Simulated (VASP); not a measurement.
Write the native input for VASP 6.6.1 that does the following.

```yaml
Task: single point
Functional: PBE
Potentials_or_basis: VASP PAW PBE potentials, release 64 (Sc_sv)
Cutoff: 520 eV
k_mesh: 12 × 12 × 4
Occupations: fermi-dirac, width 0.05 eV
Spin: no spin polarisation
Dipole_correction: no
Further_INCAR_settings: ALGO = Normal; EDIFF = 1e-07; NBANDS = 30
```

The structure of Sc lies in POSCAR:

```
Sc
1.0
    3.2920613758      0.0000000000      0.0000000000
   -1.6460306879      2.8510087823      0.0000000000
    0.0000000000      0.0000000000     10.4976142426
Sc
4
Direct
    0.0000000000      0.0000000000      0.0000000000
    0.0000000000      0.0000000000      0.5000000000
    0.3333333333      0.6666666667      0.2500000000
    0.6666666667      0.3333333333      0.7500000000
```

One way to write it, as run:

INCAR

```
SYSTEM = Sc
PREC = Accurate
ENCUT = 520
EDIFF = 1E-7
ISMEAR = -1
SIGMA = 0.05
LREAL = .FALSE.
LASPH = .TRUE.
NELM = 100
ALGO = Normal
ISIF = 2
LWAVE = .FALSE.
LCHARG = .TRUE.
GGA = PE
LELF = .TRUE.
LVHAR = .TRUE.
NBANDS = 30
```

KPOINTS

```
regular mesh
0
G
  12 12 4
  0 0 0
```

Potentials or basis: VASP PAW PBE potentials, release 64 (Sc_sv).

Run with:

```bash
$ cat potpaw_PBE.64/Sc_sv/POTCAR > POTCAR
$ mpirun -np 1 vasp_std > vasp.out
```

Results of the run:

* Pressure: 0.0 GPa
* Band gap on the k mesh: zero (bands 22 and 23 overlap by 1.18 eV)

It took 3.9 min on 1 thread of Intel Xeon 8259CL, with other jobs on the host, peak memory 0.27 GiB.
